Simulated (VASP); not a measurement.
# LiH (Fm-3m) in VASP: further runs

Aim: see how the results for LiH move with the level of theory and the settings. Levels: PBEsol, LDA. Tasks: single point.

All numbers are computed with VASP 6.6.1; they aren't measurements. Logs are shortened: lines on timing, memory, paths and dates and some standing lists are left out, and cuts for length are marked.

## (1) The cell of the first run

The structure is cubic, space group Fm-3m (No. 225). The conventional cell has a = 4.006 Å, b = 4.006 Å, c = 4.006 Å, α = 90.00°, β = 90.00°, γ = 90.00°. Li (site symmetry m-3m) has 6 H at 2.00 Å within 2.7 Å. H (site symmetry m-3m) has 6 Li at 2.00 Å within 2.7 Å.

## (2) Single point, PBEsol

INCAR

```
SYSTEM = LiH
ALGO = Normal
EDIFF = 1E-6
ENCUT = 750
GGA = PS
GGA_COMPAT = .FALSE.
ISIF = 2
ISMEAR = 0
LASPH = .TRUE.
LCHARG = .TRUE.
LELF = .TRUE.
LREAL = .FALSE.
LVHAR = .TRUE.
LWAVE = .FALSE.
NBANDS = 9
NELM = 120
PREC = Accurate
SIGMA = 0.01
```

KPOINTS

```
k-points
0
G
  4 4 4
  0 0 0
```

POSCAR

```
LiH
1.0
    0.0000000000      2.0029948411      2.0029948411
    2.0029948411      0.0000000000      2.0029948411
    2.0029948411      2.0029948411      0.0000000000
Li H
1 1
Direct
    0.0000000000      0.0000000000      0.0000000000
    0.5000000000      0.5000000000      0.5000000000
```

Potentials or basis: VASP PAW PBE potentials, release 64 (Li_sv, H).

The run is started by

```bash
> cat potpaw_PBE.64/Li_sv/POTCAR potpaw_PBE.64/H/POTCAR > POTCAR
> mpirun -np 1 vasp_std > vasp.out
```

OUTCAR:

```text
SYSTEM = LiH
   EDIFF = 1E-6
   ENCUT = 750
   GGA = PS
   ISIF = 2
   ISMEAR = 0
   LASPH = .TRUE.
   LREAL = .FALSE.
   NELM = 120
   PREC = Accurate

 ion  position               nearest neighbor table
   1  0.000  0.000  0.000-
   2  0.500  0.500  0.500-

  LATTYP: Found a face centered cubic cell.
 ALAT       =     4.0059896822

  Lattice vectors:

 A1 = (   0.0000000000,   2.0029948411,   2.0029948411)
 A2 = (   2.0029948411,   0.0000000000,   2.0029948411)
 A3 = (   2.0029948411,   2.0029948411,   0.0000000000)

Analysis of symmetry for initial positions (statically):
=====================================================================
 Subroutine PRICEL returns:
 Original cell was already a primitive cell.

 Routine SETGRP: Setting up the symmetry group for a
 face centered cubic supercell.

 Subroutine GETGRP returns: Found 48 space group operations
 (whereof 48 operations were pure point group operations)
 out of a pool of 48 trial point group operations.

The static configuration has the point symmetry O_h .

Analysis of symmetry for dynamics (positions and initial velocities):
=====================================================================
 Subroutine PRICEL returns:
 Original cell was already a primitive cell.

 Routine SETGRP: Setting up the symmetry group for a
 face centered cubic supercell.

 Subroutine GETGRP returns: Found 48 space group operations
 (whereof 48 operations were pure point group operations)
 out of a pool of 48 trial point group operations.

The dynamic configuration has the point symmetry O_h .

 Subroutine INISYM returns: Found 48 space group operations
 (whereof 48 operations are pure point group operations),
 and found     1 'primitive' translations

----------------------------------------------------------------------------------------

                                     Primitive cell

  volume of cell :      16.0720

  direct lattice vectors                    reciprocal lattice vectors
     0.000000000  2.002994841  2.002994841    -0.249626205  0.249626205  0.249626205
     2.002994841  0.000000000  2.002994841     0.249626205 -0.249626205  0.249626205
     2.002994841  2.002994841  0.000000000     0.249626205  0.249626205 -0.249626205

  length of vectors
     2.832662470  2.832662470  2.832662470     0.432365269  0.432365269  0.432365269

  position of ions in fractional coordinates (direct lattice)
[... 65 lines left out ...]
   NSW    =      0    number of steps for IOM
   IBRION =     -1    ionic relax: 0-MD 1-quasi-New 2-CG
   NFREE  =      0    steps in history (QN), initial steepest desc. (CG)
   ISIF   =      2    stress and relaxation
   ISYM   =      2    0-nonsym 1-usesym 2-fastsym
   POTIM  = 0.5000    time-step for ionic-motion
   TEBEG  =    0.0;   TEEND  =   0.0 temperature during run
   PSTRESS=    0.0 pullay stress
   NELECT =       4.0000    total number of electrons
   NUPDOWN=      -1.0000    fix difference up-down
   EMIN   =  10.00;   EMAX   =-10.00  energy-range for DOS
   EFERMI =   0.00;   METHOD = LEGACY
   ISMEAR =     0;   SIGMA  =   0.01  broadening in eV -4-tet -1-fermi 0-gaus
   EFERMI_NEDOS =   21; number of points for ismear=-14 and -15
   IALGO  =     38    algorithm
   IMIX   =      4    mixing-type and parameters
     AMIX     =   0.40;   BMIX     =  1.00
     AMIX_MAG =   1.60;   BMIX_MAG =  1.00
  volume/ion in A,a.u.               =       8.04        54.23
  Fermi-wavevector in a.u.,A,eV,Ry     =   1.029765  1.945975 14.427849  1.060417
  Thomas-Fermi vector in A             =   2.163830
   LORBIT       =      0    0 simple, 1 ext, 2 COOP (PROOUT), +10 PAW based schemes
   GGA     = PS    functional components
   LHFCALC =     F    Hartree Fock is set to
   AEXX    =    0.0000 exact exchange contribution
   IVDW    =     0    specifies the selected vdW correction
   LEPSILON=     F    determine dielectric tensor
   LRPA    =     F    only Hartree local field effects (RPA)
 non-spin polarized calculation
 Gauss-broadening in eV      SIGMA  =   0.01
  energy-cutoff  :      750.00
  volume of cell :       16.07
 maximum number of plane-waves:       754
 NGX is ok and might be reduce to    28
   NGX = 13   NGY = 13   NGZ = 13

 number of electron       4.0000001 magnetization

 Free energy of the ion-electron system (eV)
  ---------------------------------------------------
  ext. energy  EPLUGINS =         0.00000000
  ---------------------------------------------------
  free energy    TOTEN  =        -6.10414057 eV

  energy without entropy =       -6.10414057  energy(sigma->0) =       -6.10414057

 E-fermi :   0.2942     XC(G=0):  -8.6119

 val. band max:        0.1830717196   @ k =   0.5000   0.5000   0.0000
 cond. band min:       2.9152782074   @ k =   0.5000   0.5000   0.0000
 fundamental gap:      2.7322064878
 Fermi energy:         0.2942403124

 k-point     1 :       0.0000    0.0000    0.0000
  band No.  band energies     occupation
      1     -43.5386      2.00000
      2      -5.3823      2.00000
      3      16.3004      0.00000
      4      17.9154      0.00000
      5      17.9154      0.00000
      6      17.9154      0.00000
      7      22.5331      0.00000
      8      22.5331      0.00000
      9      22.5331      0.00000
[... 73 lines left out ...]
 k-point     8 :      -0.2500    0.5000    0.2500
  band No.  band energies     occupation
      1     -43.4731      2.00000
      2      -0.0553      2.00000
      3       5.2072      0.00000
      4       5.2072      0.00000
      5      11.7952      0.00000
      6      17.6952      0.00000
      7      24.0526      0.00000
      8      24.0526      0.00000
      9      28.0935      0.00000

------------------------ aborting loop because EDIFF is reached ----------------------------------------

  FORCE on cell =-STRESS in cart. coord.  units (eV):
  Direction    XX          YY          ZZ          XY          YZ          ZX
  --------------------------------------------------------------------------------------
  -------------------------------------------------------------------------------------
  Total       -0.0395040     -0.0395040     -0.0395040      0.0000000     -0.0000000      0.0000000
  in kB       -3.9380558     -3.9380558     -3.9380558      0.0000000     -0.0000000      0.0000000
  external PRESSURE =      -3.9380558 kB  Pullay stress =       0.0000000 kB

 VOLUME and BASIS-vectors are now :
 -----------------------------------------------------------------------------
  energy-cutoff  :      750.00
  volume of cell :       16.07
      direct lattice vectors                 reciprocal lattice vectors
     0.000000000  2.002994841  2.002994841    -0.249626205  0.249626205  0.249626205
     2.002994841  0.000000000  2.002994841     0.249626205 -0.249626205  0.249626205
     2.002994841  2.002994841  0.000000000     0.249626205  0.249626205 -0.249626205

 POSITION                                       TOTAL-FORCE (eV/Angst)
 -----------------------------------------------------------------------------------
      0.00000      0.00000      0.00000         0.000000      0.000000      0.000000
      2.00299      2.00299      2.00299         0.000000     -0.000000     -0.000000
 -----------------------------------------------------------------------------------
    total drift:                                0.000000      0.000000      0.000000

  FREE ENERGIE OF THE ION-ELECTRON SYSTEM (eV)
  ---------------------------------------------------
  free  energy   TOTEN  =        -6.1041405650 eV

  energy  without entropy=       -6.1041405650  energy(sigma->0) =       -6.10414057
```

OSZICAR:

```text
N       E                     dE             d eps       ncg     rms          rms(c)
DAV:   1    -0.465440928964E+00   -0.46544E+00   -0.25861E+03   144   0.614E+02
DAV:   2    -0.625256711459E+01   -0.57871E+01   -0.57783E+01   216   0.649E+01
DAV:   3    -0.633357887651E+01   -0.81012E-01   -0.80965E-01   165   0.651E+00
DAV:   4    -0.633452473104E+01   -0.94585E-03   -0.94581E-03   187   0.677E-01
DAV:   5    -0.633453158074E+01   -0.68497E-05   -0.68497E-05   181   0.337E-02    0.273E+00
DAV:   6    -0.616181533683E+01    0.17272E+00   -0.14027E-01   153   0.117E+00    0.136E+00
DAV:   7    -0.610302646161E+01    0.58789E-01   -0.17546E-01   161   0.149E+00    0.205E-01
DAV:   8    -0.610417562322E+01   -0.11492E-02   -0.32570E-03   154   0.413E-01    0.307E-02
DAV:   9    -0.610414122932E+01    0.34394E-04   -0.93692E-05   172   0.454E-02    0.634E-03
DAV:  10    -0.610414056504E+01    0.66427E-06   -0.39757E-06   157   0.154E-02
   1 F= -.61041406E+01 E0= -.61041406E+01  d E =-.562696E-57
```

stdout:

```text
POSCAR found type information on POSCAR LiH
 POSCAR found :  2 types and       2 ions
 scaLAPACK will be used
 -----------------------------------------------------------------------------
|                                                                             |
|                                                                             |
|     You enforced a specific xc type in the INCAR file but a different       |
|     I HOPE YOU KNOW WHAT YOU ARE DOING!                                     |
|                                                                             |
 -----------------------------------------------------------------------------

 LDA part: xc-table for (Slater+PW92), standard interpolation
 POSCAR, INCAR and KPOINTS ok, starting setup
 FFT: planning ... GRIDC
 FFT: planning ... GRID_SOFT
 FFT: planning ... GRID
 WAVECAR not read
 entering main loop
```

Wall time 6.9 s (1 thread of Intel Xeon 8259CL, shared host); peak memory 0.14 GiB.

Results:

| Property | Result |
| --- | --- |
| Free energy | -6.1041 eV |
| Pressure | -0.4 GPa |
| Band gap on the k mesh | 2.73 eV |

Levels at points of the mesh, in eV from the valence-band top:
```tsv
k point	band 1	band 2	band 3	band 4	band 5	band 6
(0.00, 0.00, 0.00)	-43.72	-5.57	16.12	17.73	17.73	17.73
(0.50, 0.00, 0.00)	-43.67	-2.71	4.68	13.58	16.30	16.30
(0.50, 0.50, 0.00)	-43.66	0.00	2.73	10.62	10.62	13.69
```

Caveat: the k points lie up to 0.68 Å⁻¹ apart; the PAW data sets were made with another functional, which shifts forces and pressure a little. A k mesh can miss the band edges.

(Part 1 of 2 ends here.)
